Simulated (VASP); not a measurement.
WS2, 3 atoms in the cell. The structure is hexagonal, space group P6/mmm (No. 191). The conventional cell has a = 4.352 Å, b = 4.352 Å, c = 2.963 Å, α = 90.00°, β = 90.00°, γ = 120.00°. W (site symmetry 6/mmm) has 6 S at 2.51 Å and 2 W at 2.96 Å within 3.3 Å. Within 3.3 Å of S (site symmetry -6m2) lie 3 W at 2.51 Å and 5 S at 2.51 to 2.96 Å. 

* Program: VASP 6.6.1
* Task: single point
* Functional: PBE
* Potentials or basis: VASP PAW PBE potentials, release 64 (W_sv, S)
* Cutoff: 520 eV
* k mesh: 12 × 12 × 16
* Occupations: gaussian, width 0.1 eV
* Spin: no spin polarisation
* Dipole correction: no
* Further INCAR settings: ALGO = Normal; EDIFF = 1e-06; NBANDS = 20

Potentials or basis: VASP PAW PBE potentials, release 64 (W_sv, S).

The run is started by

```bash
$ cat potpaw_PBE.64/W_sv/POTCAR potpaw_PBE.64/S/POTCAR > POTCAR
$ mpirun -np 1 vasp_std > vasp.out
```

Hardware: 1 thread of Intel(R) Xeon(R) Platinum 8375C CPU @ 2.90GHz (Ice Lake), on a shared host.

Question: How long does it take, and how much memory?

Answer: Run time: 110 s on 1 thread of Intel(R) Xeon(R) Platinum 8375C CPU @ 2.90GHz (Ice Lake), on a shared host, peak memory 0.28 GiB. Counts: scf iterations 13, k points 171.
